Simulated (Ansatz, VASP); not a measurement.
**Two plane-wave programs on Nb**

POSCAR

```
Nb
1.0
   -1.6500000000      1.6500000000      1.6500000000
    1.6500000000     -1.6500000000      1.6500000000
    1.6500000000      1.6500000000     -1.6500000000
Nb
1
Direct
    0.0000000000      0.0000000000      0.0000000000
```

Contents of INCAR.step1:

```
PREC     = Accurate       # precision mode
ENCUT    = 600            # plane-wave cutoff, eV
ISMEAR   = 1              # smearing method
SIGMA    = 0.1            # smearing width, eV
LREAL    = False          # projectors in reciprocal space
LASPH    = True           # aspherical terms in the spheres
NELM     = 60             # most SCF steps
GGA      = PE             # functional
ALGO     = Normal         # electronic algorithm
EDIFF    = 1E-4           # SCF threshold, eV
LWAVE    = True           # write WAVECAR
LCHARG   = False          # write CHGCAR
```

Contents of INCAR.step2:

```
PREC     = Accurate       # precision mode
ENCUT    = 600            # plane-wave cutoff, eV
EDIFF    = 1E-6           # SCF threshold, eV
ISMEAR   = 1              # smearing method
SIGMA    = 0.1            # smearing width, eV
LREAL    = False          # projectors in reciprocal space
LASPH    = True           # aspherical terms in the spheres
NELM     = 60             # most SCF steps
ALGO     = Normal         # electronic algorithm
ISIF     = 3              # what is computed and relaxed
LWAVE    = False          # write WAVECAR
LCHARG   = False          # write CHGCAR
METAGGA  = R2SCAN         # meta-GGA
LMIXTAU  = True         
IBRION   = 2              # ionic algorithm
NSW      = 60             # ionic steps
EDIFFG   = -0.005         # ionic threshold
ISTART   = 1
```

KPOINTS

```
Automatic mesh
0
Gamma
  23 23 23
```

Input for Ansatz:

```yaml
crystal:
  lattice:
    - [-1.65, 1.65, 1.65]
    - [1.65, -1.65, 1.65]
    - [1.65, 1.65, -1.65]
  atoms:
    - { symbol: Nb, position: [0.0, 0.0, 0.0] }
kpoints:
  mp_grid: { grid: [23, 23, 23] }
scf:
  occupations: { method: cold, width: 0.1 }
hamiltonian:
  xc: r2scan
  pseudopotentials: { kind: paw }
output:
  forces: true
  stress: true
  populations: false
relax:
  f_tol: 0.005
  max_steps: 40
  cell: {}
```

Alike in both runs: task relaxation of cell and atoms; functional r2SCAN; k mesh 23 × 23 × 23; no spin polarisation.

```csv
,VASP,Ansatz
version,VASP 6.6.1,Ansatz 0.2.0
potentials or method,"VASP PAW PBE potentials, release 64 (Nb_sv)","plane-wave PAW, scalar-relativistic"
plane-wave cutoff (eV),600,500
occupations,"methfessel-paxton of order 1, width 0.1 eV","cold, width 0.1 eV"
valence electrons in the cell,13,13
```

|  | VASP | Ansatz | Ansatz less VASP |
| --- | --- | --- | --- |
| relaxed volume (Å³/atom) | 17.98 | 18.00 | +0.017 |
| relaxed cell length with the largest relative difference (Å) | 2.859 | 2.860 | +0.0009 |

VASP's potentials were made for PBE, not for r2SCAN.
